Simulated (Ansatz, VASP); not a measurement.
# One calculation of CrN2, two programs

The input INCAR:

```
ALGO = Normal ; EDIFF = 1E-6
ENCUT = 520 ; GGA = PS
ISIF = 2 ; ISMEAR = -1
ISPIN = 2 ; LASPH = T
LCHARG = F ; LMAXMIX = 4
LORBIT = 11 ; LREAL = F
LWAVE = F ; MAGMOM = 0 0 0 0 0 0
NBANDS = 35 ; NELM = 150
NUPDOWN = 0.0 ; PREC = Accurate
SIGMA = 0.05
```

Contents of KPOINTS:

```
k-points
0
Gamma
  6 5 8
```

Contents of POSCAR:

```
CrN2
1.0
    3.9017860000      0.0000000000      0.0000000000
    0.0000000000      4.8095120000      0.0000000000
    0.0000000000      0.0000000000      2.7841700000
Cr N
2 4
Direct
    0.0000000000      0.0000000000      0.0000000000
    0.5000000000      0.5000000000      0.5000000000
    0.8661700000      0.5887750000      0.0000000000
    0.1338300000      0.4112250000      0.0000000000
    0.3661700000      0.9112250000      0.5000000000
    0.6338300000      0.0887750000      0.5000000000
```

Contents of input.yaml:

```yaml
crystal:
  lattice:
    - [3.901786, 0.0, 0.0]
    - [0.0, 4.809512, 0.0]
    - [0.0, 0.0, 2.78417]
  atoms:
    - { symbol: Cr, position: [0.0, 0.0, 0.0] }
    - { symbol: Cr, position: [0.5, 0.5, 0.5] }
    - { symbol: "N", position: [0.86617, 0.588775, 0.0] }
    - { symbol: "N", position: [0.13383, 0.411225, 0.0] }
    - { symbol: "N", position: [0.36617, 0.911225, 0.5] }
    - { symbol: "N", position: [0.63383, 0.088775, 0.5] }
hamiltonian:
  xc: pbesol
  pseudopotentials: { kind: paw }
magnetization:
  spin_polarized: true
  initial_magnetization: 0.0
  spin_locking: { lock_magnetization: hard }
kpoints:
  mp_grid: { grid: [6, 5, 8] }
scf:
  occupations: { method: fermi_dirac, width: 0.05 }
  lower_state_search: "off"
output:
  forces: true
  stress: true
  eigenvalues: true
```

Alike in both runs: task single point; functional PBEsol; k mesh 6 × 5 × 8; occupations fermi-dirac, width 0.05 eV; collinear spin; fixed moment 0 μB.

```csv
,VASP,Ansatz
version,VASP 6.6.1,Ansatz 0.2.0
potentials or method,"VASP PAW PBE potentials, release 64 (Cr_pv, N)",Ansatz PAW
plane-wave cutoff (eV),520,420
valence electrons in the cell,44,48
```

|  | VASP | Ansatz | Ansatz less VASP |
| --- | --- | --- | --- |
| pressure (GPa) | -17.5 | -17.7 | -0.25 |
| traceless stress, the component that is largest in VASP (GPa) | 4.76 | 4.54 | -0.224 |
| rms of the force components (eV/Å) | 0.049 | 0.049 | -0.0008 |
| net moment per atom (μB) | 0.00 | 0.00 | 0.000 |

VASP's potentials were made for PBE, not for PBEsol. Atom by atom the forces differ by 0.034 eV/Å (rms over components). With one functional, cell and mesh, what is left measures potentials, basis and numerics. VASP's potentials hold 44 valence electrons a cell and Ansatz's 48, so a difference there can come from the potentials and not from the codes.
